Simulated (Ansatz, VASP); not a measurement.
## One calculation of EuH6N3, two programs

```
CELL_PARAMETERS angstrom
13.97000 0.00000 0.00000
0.00000 14.70000 0.00000
0.00000 0.00000 9.64000
ATOMIC_POSITIONS crystal
Eu 0.47385 0.49966 0.50862
N 0.63302 0.50043 0.50242
N 0.39492 0.63060 0.52604
N 0.39464 0.36960 0.48043
H 0.67762 0.55548 0.50954
H 0.67764 0.44573 0.49080
H 0.42451 0.69411 0.53305
H 0.32253 0.64128 0.52641
H 0.32212 0.36002 0.47672
H 0.42326 0.30612 0.46680
```

Alike in both runs: task single point; functional PBE; k mesh 1 × 1 × 1; occupations gaussian, width 0.01 eV; collinear spin.

```csv
,VASP,Ansatz
version,VASP 6.6.1,Ansatz 0.2.0
potentials or method,"VASP PAW PBE potentials, release 64 (Eu, N, H), cutoff 520 eV","scalar-relativistic, plane waves, PAW"
valence electrons in the cell,38,38
```

```csv
,VASP,Ansatz,Ansatz less VASP
rms of the force components (eV/Å),0.109,0.098,-0.0113
net moment per atom (μB),0.60,0.60,0.000
size of the moment on the site where the two differ most (μB),6.20,6.09,-0.107
```

Site moments also hang on the region over which each program counts them. The functional is the same, so the differences come from potentials, cutoffs and numerics. Ansatz's warnings: given moment on shells, stability check not made.

Neither program's run includes spin-orbit coupling.
